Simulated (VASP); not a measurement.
# Ge (P6_3/mmc) in VASP: a series of runs

Aim: see how the results for Ge move with the level of theory and the settings. Levels: HSE06, PBE. Tasks: single point.

Everything below comes from runs of VASP 6.6.1. Logs are shortened: lines on timing, memory, paths and dates and some standing lists are left out, and cuts for length are marked.

## (1) The cell of the first run

It takes space group P6_3/mmc (No. 194, hexagonal). The conventional cell has a = 4.008 Å, b = 4.008 Å, c = 6.589 Å, α = 90.00°, β = 90.00°, γ = 120.00°. Ge (site symmetry 3m) has 4 Ge at 2.46 to 2.47 Å within 3.2 Å.

This isn't the form of Ge at room conditions, which is diamond.

## (2) Single point, HSE06

Input file POSCAR:

```
Ge
1.0
    4.0084152066      0.0000000000      0.0000000000
   -2.0042076033      3.4713893978      0.0000000000
    0.0000000000      0.0000000000      6.5892409483
Ge
4
Direct
    0.3333333333      0.6666666667      0.0000866399
    0.6666666667      0.3333333333      0.5000866399
    0.3333333333      0.6666666667      0.3749133601
    0.6666666667      0.3333333333      0.8749133601
```

Input file INCAR.step1:

```
SYSTEM = Ge
ALGO = Normal
EDIFF = 1E-5
ENCUT = 520
GGA = PE
ISIF = 2
ISMEAR = -1
KPAR = 4
LASPH = .TRUE.
LCHARG = .FALSE.
LREAL = .FALSE.
LWAVE = .TRUE.
NBANDS = 36
NELM = 100
PREC = Accurate
SIGMA = 0.02
```

Input file INCAR.step2:

```
SYSTEM = Ge
ALGO = Normal
EDIFF = 1E-6
ENCUT = 520
GGA = PE
HFSCREEN = 0.2079
ISIF = 2
ISMEAR = -1
ISTART = 1
KPAR = 4
LASPH = .TRUE.
LCHARG = .FALSE.
LHFCALC = .TRUE.
LREAL = .FALSE.
LWAVE = .FALSE.
NBANDS = 36
NELM = 100
PREC = Accurate
PRECFOCK = Normal
SIGMA = 0.02
```

Input file KPOINTS:

```
k-points
0
G
  6 6 2
  0 0 0
```

Potentials or basis: VASP PAW PBE potentials, release 64 (Ge_d).

The run is started by

```bash
$ cat potpaw_PBE.64/Ge_d/POTCAR > POTCAR
$ cp INCAR.step1 INCAR
$ mpirun -np 4 vasp_std > vasp.out
$ cp INCAR.step2 INCAR
$ mpirun -np 4 vasp_std > vasp.out
```

OUTCAR:

```text
SYSTEM = Ge
   EDIFF = 1E-6
   ENCUT = 520
   GGA = PE
   HFSCREEN = 0.2079
   ISIF = 2
   ISMEAR = -1
   ISTART = 1
   LASPH = .TRUE.
   LHFCALC = .TRUE.
   LREAL = .FALSE.
   NELM = 100
   PREC = Accurate
   PRECFOCK = Normal

 ion  position               nearest neighbor table
   1  0.333  0.667  0.000-   4 2.46   4 2.46   4 2.46   3 2.47
   2  0.667  0.333  0.500-   3 2.46   3 2.46   3 2.46   4 2.47
   3  0.333  0.667  0.375-   2 2.46   2 2.46   2 2.46   1 2.47
   4  0.667  0.333  0.875-   1 2.46   1 2.46   1 2.46   2 2.47

  LATTYP: Found a hexagonal cell.
 ALAT       =     4.0084152066
 C/A-ratio  =     1.6438518987

  Lattice vectors:

 A1 = (   4.0084152066,   0.0000000000,   0.0000000000)
 A2 = (  -2.0042076033,   3.4713893978,   0.0000000000)
 A3 = (   0.0000000000,   0.0000000000,   6.5892409483)

Analysis of symmetry for initial positions (statically):
=====================================================================
 Subroutine PRICEL returns:
 Original cell was already a primitive cell.

 Routine SETGRP: Setting up the symmetry group for a
 hexagonal supercell.

 Subroutine GETGRP returns: Found 24 space group operations
 (whereof  6 operations were pure point group operations)
 out of a pool of 24 trial point group operations.

The static configuration has the point symmetry C_3v.
 The point group associated with its full space group is D_6h.

Analysis of symmetry for dynamics (positions and initial velocities):
=====================================================================
 Subroutine PRICEL returns:
 Original cell was already a primitive cell.

 Routine SETGRP: Setting up the symmetry group for a
 hexagonal supercell.

 Subroutine GETGRP returns: Found 24 space group operations
 (whereof  6 operations were pure point group operations)
 out of a pool of 24 trial point group operations.

The dynamic configuration has the point symmetry C_3v.
 The point group associated with its full space group is D_6h.

 Subroutine INISYM returns: Found 24 space group operations
 (whereof  6 operations are pure point group operations),
 and found     1 'primitive' translations

[... 90 lines left out ...]
   NSW    =      0    number of steps for IOM
   IBRION =     -1    ionic relax: 0-MD 1-quasi-New 2-CG
   NFREE  =      0    steps in history (QN), initial steepest desc. (CG)
   ISIF   =      2    stress and relaxation
   ISYM   =      3    0-nonsym 1-usesym 2-fastsym
   POTIM  = 0.5000    time-step for ionic-motion
   TEBEG  =    0.0;   TEEND  =   0.0 temperature during run
   PSTRESS=    0.0 pullay stress
   NELECT =      56.0000    total number of electrons
   NUPDOWN=      -1.0000    fix difference up-down
   EMIN   =  10.00;   EMAX   =-10.00  energy-range for DOS
   EFERMI =   0.00;   METHOD = LEGACY
   ISMEAR =    -1;   SIGMA  =   0.02  broadening in eV -4-tet -1-fermi 0-gaus
   EFERMI_NEDOS =   21; number of points for ismear=-14 and -15
   IALGO  =     38    algorithm
   IMIX   =      1    mixing-type and parameters
     AMIX     =   0.40;   BMIX     =  1.00
     AMIX_MAG =   1.60;   BMIX_MAG =  1.00
  volume/ion in A,a.u.               =      22.92       154.68
  Fermi-wavevector in a.u.,A,eV,Ry     =   1.388994  2.624818 26.249779  1.929304
  Thomas-Fermi vector in A             =   2.513067
   LORBIT       =      0    0 simple, 1 ext, 2 COOP (PROOUT), +10 PAW based schemes
   GGA     = PE    functional components
   LHFCALC =     T    Hartree Fock is set to
   PRECFOCK=normal    Normal, Fast or Accurate (Low or Medium for compatibility)
   ENCUT4O =  -1.0   cutoff for four orbital integrals eV
   NKREDX  =     1    reduce k-point grid by
   NKREDY  =     1    reduce k-point grid by
   NKREDZ  =     1    reduce k-point grid by
   AEXX    =    0.2500 exact exchange contribution
   HFSCREEN=    0.2079 screening length (either q_TF or 0.3 A-1)
   HFSCREENC=   0.2079 screening length for correlation (either q_TF or 0.3 A-1)
   ENCUTFOCK=  -1.0 apply spherical cutoff to Coloumb kernel
   IVDW    =     0    specifies the selected vdW correction
   LEPSILON=     F    determine dielectric tensor
   LRPA    =     F    only Hartree local field effects (RPA)
 non-spin polarized calculation
  energy-cutoff  :      520.00
  volume of cell :       91.69
 maximum number of plane-waves:      2539
 NGX is ok and might be reduce to    30
  NGX = 24; NGY = 24; NGZ = 40

 number of electron      56.0000041 magnetization

 Free energy of the ion-electron system (eV)
  ---------------------------------------------------
  ext. energy  EPLUGINS =         0.00000000
  ---------------------------------------------------
  free energy    TOTEN  =       -21.30501851 eV

  energy without entropy =      -21.30501505  energy(sigma->0) =      -21.30501678

 E-fermi :   4.9124     XC(G=0):  -8.1826

 val. band max:        4.7383622841   @ k =   0.0000   0.0000   0.0000
 cond. band min:       5.0725241754   @ k =   0.0000   0.0000   0.0000
 fundamental gap:      0.3341618913
 Fermi energy:         4.9123723609

 k-point     1 :       0.0000    0.0000    0.0000
  band No.  band energies     occupation
      1     -23.4252      2.00000
      2     -23.4252      2.00000
      3     -23.3933      2.00000
      4     -23.3865      2.00000
      5     -23.3865      2.00000
      6     -23.3788      2.00000
[... 535 lines left out ...]
     35      12.2266      0.00000
     36      12.2266      0.00000

------------------------ aborting loop because EDIFF is reached ----------------------------------------

  FORCE on cell =-STRESS in cart. coord.  units (eV):
  Direction    XX          YY          ZZ          XY          YZ          ZX
  --------------------------------------------------------------------------------------
  -------------------------------------------------------------------------------------
  Total       -0.0145981     -0.0145981     -0.0261043      0.0000000      0.0000000      0.0000000
  in kB       -0.2550910     -0.2550910     -0.4561537      0.0000000      0.0000000      0.0000000
  external PRESSURE =      -0.3221119 kB  Pullay stress =       0.0000000 kB

 VOLUME and BASIS-vectors are now :
 -----------------------------------------------------------------------------
  energy-cutoff  :      520.00
  volume of cell :       91.69
      direct lattice vectors                 reciprocal lattice vectors
     4.008415207  0.000000000  0.000000000     0.249475154  0.144034547  0.000000000
    -2.004207603  3.471389398  0.000000000     0.000000000  0.288069094  0.000000000
     0.000000000  0.000000000  6.589240948     0.000000000  0.000000000  0.151762549

 POSITION                                       TOTAL-FORCE (eV/Angst)
 -----------------------------------------------------------------------------------
     -0.00000      2.31426      0.00057         0.000000      0.000000      0.003746
      2.00421      1.15713      3.29519         0.000000      0.000000      0.003746
     -0.00000      2.31426      2.47039         0.000000      0.000000     -0.003746
      2.00421      1.15713      5.76501        -0.000000     -0.000000     -0.003746
 -----------------------------------------------------------------------------------
    total drift:                                0.000000      0.000000      0.000156

  FREE ENERGIE OF THE ION-ELECTRON SYSTEM (eV)
  ---------------------------------------------------
  free  energy   TOTEN  =       -21.3050185093 eV

  energy  without entropy=      -21.3050150501  energy(sigma->0) =      -21.30501678
```

OUTCAR.step1:

```text
SYSTEM = Ge
   EDIFF = 1E-5
   ENCUT = 520
   GGA = PE
   ISIF = 2
   ISMEAR = -1
   LASPH = .TRUE.
[... 764 lines left out ...]
      2.00421      1.15713      3.29519        -0.000000     -0.000000      0.046228
     -0.00000      2.31426      2.47039        -0.000000     -0.000000     -0.046228
      2.00421      1.15713      5.76501        -0.000000      0.000000     -0.046228
 -----------------------------------------------------------------------------------
    total drift:                               -0.000000      0.000000      0.000234

  FREE ENERGIE OF THE ION-ELECTRON SYSTEM (eV)
  ---------------------------------------------------
  free  energy   TOTEN  =       -17.9663762125 eV

  energy  without entropy=      -17.9661275533  energy(sigma->0) =      -17.96625188
```

OSZICAR.step1:

```text
N       E                     dE             d eps       ncg     rms          rms(c)
DAV:   1     0.491625359811E+03    0.49163E+03   -0.28526E+04  1188   0.430E+03
DAV:   2     0.660554861641E+02   -0.42557E+03   -0.41522E+03  1008   0.802E+02
DAV:   3    -0.137452332003E+02   -0.79801E+02   -0.78749E+02  1112   0.205E+02
DAV:   4    -0.180501609591E+02   -0.43049E+01   -0.42928E+01  1172   0.560E+01
DAV:   5    -0.181360873470E+02   -0.85926E-01   -0.85869E-01  1144   0.881E+00    0.445E+00
DAV:   6    -0.180233926778E+02    0.11269E+00   -0.62000E-02  1108   0.194E+00    0.263E+00
DAV:   7    -0.179620517736E+02    0.61341E-01   -0.99030E-02  1072   0.218E+00    0.191E-01
DAV:   8    -0.179655069280E+02   -0.34552E-02   -0.12121E-02  1140   0.988E-01    0.837E-02
DAV:   9    -0.179663287882E+02   -0.82186E-03   -0.86801E-04  1092   0.129E-01    0.196E-02
DAV:  10    -0.179663668333E+02   -0.38045E-04   -0.66213E-05  1044   0.810E-02    0.753E-03
DAV:  11    -0.179663762125E+02   -0.93791E-05   -0.20124E-05   788   0.239E-02
   1 F= -.17966376E+02 E0= -.17966252E+02  d E =-.248659E-03
```

Run time: 49 min. Hardware: 4 MPI ranks of AMD EPYC 7R13 (Zen 3), shared host; peak memory 0.35 GiB.

What came out:

| Item | Value |
| --- | --- |
| Free energy | -21.3050 eV |
| Pressure | 0.0 GPa |
| Largest force | 0.004 eV/Å |
| Band gap on the k mesh | 0.33 eV |

Forces in eV/Å, atoms in the order of the input:
```
Ge   0.000  0.000  0.004
Ge   0.000  0.000  0.004
Ge   0.000  0.000 -0.004
Ge   0.000  0.000 -0.004
```

Caveat: the k points lie up to 0.48 Å⁻¹ apart; the PAW data sets were made with another functional, which shifts forces and pressure a little.

## (3) Single point, PBE, non-collinear spin, zero start, spin-orbit coupling

This run uses another cell than the first one, of 22.81 Å³/atom.

Input file INCAR:

```
SYSTEM = Ge
PREC = Accurate
ENCUT = 520
EDIFF = 1E-6
ISMEAR = -1
SIGMA = 0.02
LREAL = .False.
LASPH = .True.
NELM = 150
ALGO = Normal
ISIF = 2
LWAVE = .False.
LCHARG = .False.
MAGMOM = 0 0 0 0 0 0 0 0 0 0 0 0
LORBIT = 11
LSORBIT = .True.
GGA_COMPAT = .False.
LORBMOM = .True.
GGA = PE
NBANDS = 70
KPAR = 4
```

Input file KPOINTS:

```
Automatic mesh
0
Gamma
  12 12 4
  0 0 0
```

Input file POSCAR:

```
Ge
1.0
    3.9976151877      0.0000000000      0.0000000000
   -1.9988075938      3.4620363071      0.0000000000
    0.0000000000      0.0000000000      6.5928194951
Ge
4
Direct
    0.3333333333      0.6666666667      0.0003695976
    0.6666666667      0.3333333333      0.5003695976
    0.3333333333      0.6666666667      0.3746304024
    0.6666666667      0.3333333333      0.8746304024
```

Potentials or basis: VASP PAW PBE potentials, release 64 (Ge_d).

The run is started by

```bash
$ cat potpaw_PBE.64/Ge_d/POTCAR > POTCAR
$ mpirun -np 4 vasp_ncl > vasp.out
```

Wall time 3.8 min (4 MPI ranks of Intel Xeon Platinum 8259CL at 2.50GHz (Skylake/Cascade Lake), shared host); peak memory 0.68 GiB.

The run converged. Its results:

```yaml
Free_energy: -18.0023 eV
Pressure: 2.9 GPa
Largest_force: 0.007 eV/Å
Net_moment: 0.00 μB per cell
Valence_electrons_inside_the_program's_atomic_spheres: Ge 12.41
```

Forces in eV/Å, atoms in the order of the input:
```
Ge   0.000  0.000  0.007
Ge   0.000  0.000  0.007
Ge   0.000  0.000 -0.007
Ge   0.000  0.000 -0.007
```

Moments on the atoms (μB; x, y, z):
```
Ge  0.00 0.00 0.00
Ge  0.00 0.00 0.00
Ge  0.00 0.00 0.00
Ge  0.00 0.00 0.00
```
